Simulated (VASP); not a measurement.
Wanted: the native input for a VASP 6.6.1 run.

```yaml
Task: single point
Functional: LDA
Potentials_or_basis: VASP PAW LDA potentials, release 64 (W_sv)
Cutoff: 520 eV
k_mesh: 8 × 8 × 8
Occupations: fermi-dirac, width 0.05 eV
Spin: no spin polarisation
Dipole_correction: no
Further_INCAR_settings: ALGO = Normal; EDIFF = 1e-06; NBANDS = 13
```

The structure of W lies in POSCAR:

```
W
1.0
    0.0497927123      2.0288301560      2.0579184755
    2.0964925522      0.0134323129      2.0942788750
    2.1118781096      2.0805761129     -0.0019532446
W
1
Direct
    0.0000000000      0.0000000000      0.0000000000
```

These files were run (other wordings do the same):

INCAR

```
PREC = Accurate
ENCUT = 520
EDIFF = 1E-6
ISMEAR = -1
SIGMA = 0.05
LREAL = False
LASPH = True
NELM = 100
ALGO = Normal
ISIF = 2
LWAVE = False
LCHARG = False
GGA = CA
NBANDS = 13
```

KPOINTS

```
regular mesh
0
Gamma
  8 8 8
```

Potentials or basis: VASP PAW LDA potentials, release 64 (W_sv).

The run is started by

```console
$ cat potpaw_LDA.64/W_sv/POTCAR > POTCAR
$ mpirun -np 1 vasp_std > vasp.out
```

It gave:

The pressure is -28.2 GPa. The band gap on the k mesh is zero (band 7 reaches 12.35 eV, above the bottom of band 8 at 8.90 eV).

Caveat: spin-orbit coupling is left out, which moves the levels of the heavy elements.

Run time: 24 s on 1 thread of AMD EPYC 9R45 96-Core Processor (Zen 5), on a shared host, peak memory 0.14 GiB.
